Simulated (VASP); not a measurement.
Here is a VASP 6.6.1 calculation.

File INCAR:

```
SYSTEM = ZrTi3C4
PREC = Accurate ; ENCUT = 520
EDIFF = 1E-7 ; ISMEAR = 0
SIGMA = 0.1 ; LREAL = .FALSE.
LASPH = .TRUE. ; NELM = 60
ALGO = Normal ; ISIF = 2
LWAVE = .FALSE. ; LCHARG = .FALSE.
GGA = PE ; NBANDS = 42
```

Contents of KPOINTS:

```
Automatic mesh
0
G
  8 8 12
  0 0 0
```

The input POSCAR:

```
ZrTi3C4
1.0
    3.1366240000     -4.4337270000      0.0000000000
    3.1366240000      4.4337270000      0.0000000000
    0.0000000000      0.0000000000      3.1431360000
Zr Ti C
1 3 4
Direct
    0.5000000000      0.5000000000      0.0000000000
    0.0000000000      0.0000000000      0.0000000000
    0.0000000000      0.5000000000      0.5000000000
    0.5000000000      0.0000000000      0.5000000000
    0.7555780000      0.2444220000      0.0000000000
    0.2444220000      0.7555780000      0.0000000000
    0.7613630000      0.7613630000      0.5000000000
    0.2386370000      0.2386370000      0.5000000000
```

Potentials or basis: VASP PAW PBE potentials, release 64 (Zr_sv, Ti_sv, C).

Run with:

```bash
$ cat potpaw_PBE.64/Zr_sv/POTCAR potpaw_PBE.64/Ti_sv/POTCAR potpaw_PBE.64/C/POTCAR > POTCAR
$ mpirun -np 1 vasp_std > vasp.out
```

What does it give for the band gap on the k mesh?

Zero (bands 32 and 33 overlap by 1.11 eV).

Predict the largest force.

0.006 eV/Å.

What does it give for the pressure?

0.2 GPa.

Forces on the atoms (eV/Å):
```
Zr   0.000  0.000  0.000
Ti   0.000  0.000  0.000
Ti   0.000  0.000  0.000
Ti   0.000  0.000  0.000
C    0.000 -0.006  0.000
C    0.000  0.006  0.000
C    0.001  0.000  0.000
C   -0.001  0.000  0.000
```
